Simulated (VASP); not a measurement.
Input of a VASP 6.6.1 run:

Contents of INCAR:

```
SYSTEM = AlSi4NO8
PREC     = Accurate       ! precision mode
ENCUT    = 520            ! plane-wave cutoff, eV
EDIFF    = 1E-6           ! SCF threshold, eV
ISMEAR   = -1             ! smearing method
SIGMA    = 0.3447         ! smearing width, eV
LREAL    = .FALSE.        ! projectors in reciprocal space
LASPH    = .TRUE.         ! aspherical terms in the spheres
NELM     = 60             ! most SCF steps
ALGO     = Normal         ! electronic algorithm
ISIF     = 2              ! what is computed and relaxed
LWAVE    = .FALSE.        ! write WAVECAR
LCHARG   = .TRUE.         ! write CHGCAR
GGA      = PE             ! functional
LELF     = .TRUE.         ! ELF
LVHAR    = .TRUE.       
NBANDS   = 49             ! bands
ISYM     = 0
```

Contents of KPOINTS:

```
Automatic mesh
0
Gamma
  1 1 1
  0.25 0.25 0.25
```

Contents of POSCAR:

```
AlSi4NO8
1.0
    5.7572110000     -0.1084800000      0.0355500000
   -0.1084800000      5.9047110000     -0.0767980000
    0.0355500000     -0.0767980000      5.9747940000
Si O Al N
4 8 1 1
Direct
    0.6712281118     -0.0402879869      0.6244076036
    0.0031181283      0.3389379199      0.1080524123
    0.2057286386      0.0358534733      0.0036062870
    0.5567439324      1.0149178212      0.2855131762
    0.3931439455      0.9571854520      0.7419361506
   -0.0172099439      0.4363959067      0.8191703591
    0.8547491047      0.8605895034      0.7993193108
    0.8569788366      0.5433755159      0.2196453225
    0.1728930930      0.8886966078      0.2284329422
    0.2311321870      0.3191876448      0.2692463077
    0.5731499378      0.7826785855      0.3999394238
    0.4098941671      0.4743003179      0.5981403841
    0.7579669483      0.6160666087      0.9479677389
    0.4447742002      0.5023830727      0.8019577399
```

Potentials or basis: VASP PAW PBE potentials, release 64 (Si, O, Al, N).

Command:

```console
$ cat potpaw_PBE.64/Si/POTCAR potpaw_PBE.64/O/POTCAR potpaw_PBE.64/Al/POTCAR potpaw_PBE.64/N/POTCAR > POTCAR
$ mpirun -np 1 vasp_std > vasp.out
```

**Question.** Predict the largest force.

**Answer.** 5.157 eV/Å.

**Question.** Predict the pressure.

**Answer.** -0.2 GPa.

**Question.** Predict the band gap on the k mesh.

**Answer.** 0.39 eV.

Stress tensor (GPa, compression positive):
```
-4.73 -3.57  1.74
-3.57 12.16 -3.87
 1.74 -3.87 -8.14
```

Caveat: the k points lie up to 1.09 Å⁻¹ apart; the standard files for N, O and F lose accuracy on very short bonds.
